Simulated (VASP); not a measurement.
# TiTe2 (P-3m1) in VASP: a series of runs, part 2 of 2

VASP 6.6.1.

## (4) Single point, r2SCAN+rVV10 (25.66 Å³/atom)

This run uses another cell than the first one, of 25.66 Å³/atom.

File POSCAR:

```
TiTe2
1.0
    3.7305442902      0.0000000000      0.0000000000
   -1.8652721451      3.2307461253      0.0000000000
    0.0000000000      0.0000000000      6.3868222587
Ti Te
1 2
Direct
    0.0000000000      0.0000000000      0.0000000000
    0.6666666667      0.3333333333      0.2660868052
    0.3333333333      0.6666666667      0.7339131948
```

File INCAR.step1:

```
SYSTEM = TiTe2
PREC     = Accurate       ! precision mode
ENCUT    = 550            ! plane-wave cutoff, eV
ISMEAR   = 0              ! smearing method
SIGMA    = 0.1            ! smearing width, eV
LREAL    = .False.        ! projectors in reciprocal space
LASPH    = .True.         ! aspherical terms in the spheres
NELM     = 120            ! most SCF steps
NBANDS   = 19             ! bands
GGA      = PE             ! functional
ALGO     = Normal         ! electronic algorithm
EDIFF    = 1E-5           ! SCF threshold, eV
LWAVE    = .True.         ! write WAVECAR
LCHARG   = .False.        ! write CHGCAR
GGA_COMPAT= .False.
```

File INCAR.step2:

```
SYSTEM = TiTe2
PREC     = Accurate       ! precision mode
ENCUT    = 550            ! plane-wave cutoff, eV
EDIFF    = 1E-6           ! SCF threshold, eV
ISMEAR   = 0              ! smearing method
SIGMA    = 0.1            ! smearing width, eV
LREAL    = .False.        ! projectors in reciprocal space
LASPH    = .True.         ! aspherical terms in the spheres
NELM     = 120            ! most SCF steps
ALGO     = Normal         ! electronic algorithm
ISIF     = 2              ! what is computed and relaxed
LWAVE    = .False.        ! write WAVECAR
LCHARG   = .False.        ! write CHGCAR
METAGGA  = R2SCAN         ! meta-GGA
LMIXTAU  = .True.       
LUSE_VDW = .True.       
IVDW_NL  = 2            
BPARAM   = 11.95        
CPARAM   = 0.0093       
NBANDS   = 19             ! bands
ISTART   = 1            
GGA_COMPAT= .False.
```

File KPOINTS:

```
Automatic mesh
0
Gamma
  15 15 8
  0 0 0
```

Potentials or basis: VASP PAW PBE potentials, release 64 (Ti_sv, Te).

Command:

```
$ cat potpaw_PBE.64/Ti_sv/POTCAR potpaw_PBE.64/Te/POTCAR > POTCAR
$ cp INCAR.step1 INCAR
$ mpirun -np 1 vasp_std > vasp.out
$ cp INCAR.step2 INCAR
$ mpirun -np 1 vasp_std > vasp.out
```

OUTCAR:

```text
SYSTEM = TiTe2
   PREC = Accurate
   ENCUT = 550
   EDIFF = 1E-6
   ISMEAR = 0
   LREAL = .False.
   LASPH = .True.
   NELM = 120
   ISIF = 2
   METAGGA = R2SCAN
   IVDW_NL = 2
   BPARAM = 11.95
   ISTART = 1

 ion  position               nearest neighbor table
   1  0.000  0.000  0.000-   2 2.74   3 2.74   2 2.74   3 2.74   2 2.74   3 2.74
   2  0.667  0.333  0.266-   1 2.74   1 2.74   1 2.74   3 3.68   3 3.68   3 3.68
   3  0.333  0.667  0.734-   1 2.74   1 2.74   1 2.74   2 3.68   2 3.68   2 3.68

  LATTYP: Found a hexagonal cell.
 ALAT       =     3.7305442902
[... 725 lines left out ...]

  FORCE on cell =-STRESS in cart. coord.  units (eV):
  Direction    XX          YY          ZZ          XY          YZ          ZX
  --------------------------------------------------------------------------------------
  -------------------------------------------------------------------------------------
  Total        1.2910111      1.2910111      1.2749545      0.0000000      0.0000000      0.0000000
  in kB       26.8708061     26.8708061     26.5366077      0.0000000      0.0000000      0.0000000
  external PRESSURE =      26.7594066 kB  Pullay stress =       0.0000000 kB

 VOLUME and BASIS-vectors are now :
 -----------------------------------------------------------------------------
  energy-cutoff  :      550.00
  volume of cell :       76.98
      direct lattice vectors                 reciprocal lattice vectors
     3.730544290  0.000000000  0.000000000     0.268057399  0.154763012  0.000000000
    -1.865272145  3.230746125  0.000000000     0.000000000  0.309526023  0.000000000
     0.000000000  0.000000000  6.386822259     0.000000000  0.000000000  0.156572386

 POSITION                                       TOTAL-FORCE (eV/Angst)
 -----------------------------------------------------------------------------------
      0.00000      0.00000      0.00000        -0.000000      0.000000      0.000000
      1.86527      1.07692      1.69945         0.000000      0.000000      0.029511
     -0.00000      2.15383      4.68737        -0.000000     -0.000000     -0.029511
 -----------------------------------------------------------------------------------
    total drift:                               -0.000000     -0.000000      0.000000

  FREE ENERGIE OF THE ION-ELECTRON SYSTEM (eV)
  ---------------------------------------------------
  free  energy   TOTEN  =       -65.6382513551 eV

  energy  without entropy=      -65.6320628989  energy(sigma->0) =      -65.63515713
```

OSZICAR.step1:

```text
N       E                     dE             d eps       ncg     rms          rms(c)
DAV:   1     0.184989899846E+03    0.18499E+03   -0.11202E+04  7296   0.123E+03
DAV:   2    -0.101458235707E+01   -0.18600E+03   -0.18083E+03  7585   0.307E+02
DAV:   3    -0.176075894041E+02   -0.16593E+02   -0.16129E+02 11080   0.849E+01
DAV:   4    -0.182090313158E+02   -0.60144E+00   -0.59873E+00  9488   0.150E+01
DAV:   5    -0.182304106664E+02   -0.21379E-01   -0.21371E-01 10318   0.278E+00    0.123E+01
DAV:   6    -0.182785028228E+02   -0.48092E-01   -0.34404E+01  8218   0.369E+01    0.132E+01
DAV:   7    -0.163856026310E+02    0.18929E+01   -0.26696E+01  9167   0.303E+01    0.527E+00
DAV:   8    -0.161661991016E+02    0.21940E+00   -0.14140E+00  8666   0.827E+00    0.163E+00
DAV:   9    -0.161827703658E+02   -0.16571E-01   -0.14405E-01  9894   0.238E+00    0.138E+00
DAV:  10    -0.161706037462E+02    0.12167E-01   -0.18173E-01  8668   0.294E+00    0.702E-01
DAV:  11    -0.161688602229E+02    0.17435E-02   -0.23337E-02  8582   0.111E+00    0.313E-01
DAV:  12    -0.161687124077E+02    0.14782E-03   -0.35135E-03  8848   0.406E-01    0.202E-01
DAV:  13    -0.161686018094E+02    0.11060E-03   -0.48947E-04  8709   0.168E-01    0.331E-02
DAV:  14    -0.161686056650E+02   -0.38556E-05   -0.15537E-05  5539   0.319E-02
   1 F= -.16168606E+02 E0= -.16164978E+02  d E =-.725526E-02
```

Run time: 26 min. Hardware: 1 thread of Oxide Virtual Turin-like, shared host; peak memory 0.56 GiB.

What came out:

* Free energy: -65.6383 eV
* Pressure: 2.7 GPa
* Largest force: 0.030 eV/Å
* Band gap on the k mesh: zero (bands 12 and 13 overlap by 0.69 eV)

Forces in eV/Å, atoms in the order of the input:
```
Ti   0.000  0.000  0.000
Te   0.000  0.000  0.030
Te   0.000  0.000 -0.030
```

Caveat: the PAW data sets were made with another functional, which shifts forces and pressure a little; spin-orbit coupling is left out, which moves the levels of the heavy elements.

## (5) Overview

```tsv
cell	k mesh	gap on the mesh (eV)	pressure (GPa)	largest force (eV/Å)
a = 3.777, b = 3.777, c = 6.498 Å, angles 90.0, 90.0, 120.0°, 3 atoms, atomic positions A	6 × 6 × 4	none	0.2	0.17
a = 3.698, b = 3.698, c = 6.294 Å, angles 90.0, 90.0, 120.0°, 3 atoms, atomic positions B	15 × 15 × 8	none	4.3	0.03
a = 3.731, b = 3.731, c = 6.387 Å, angles 90.0, 90.0, 120.0°, 3 atoms, atomic positions C	15 × 15 × 8	none	2.7	0.03
```

Alike in all rows: task single point; level r2SCAN+rVV10; potentials or basis VASP PAW PBE potentials, release 64 (Ti_sv, Te); no spin polarisation; cutoff (eV) 550; smearing gaussian 0.1 eV.

Caveats: the PAW data sets were made with another functional, which shifts forces and pressure a little; spin-orbit coupling is left out, which moves the levels of the heavy elements; the cell stands under pressure (at least some runs).

Total energies depend on the potentials used, so only differences within one code and one set of settings carry meaning.
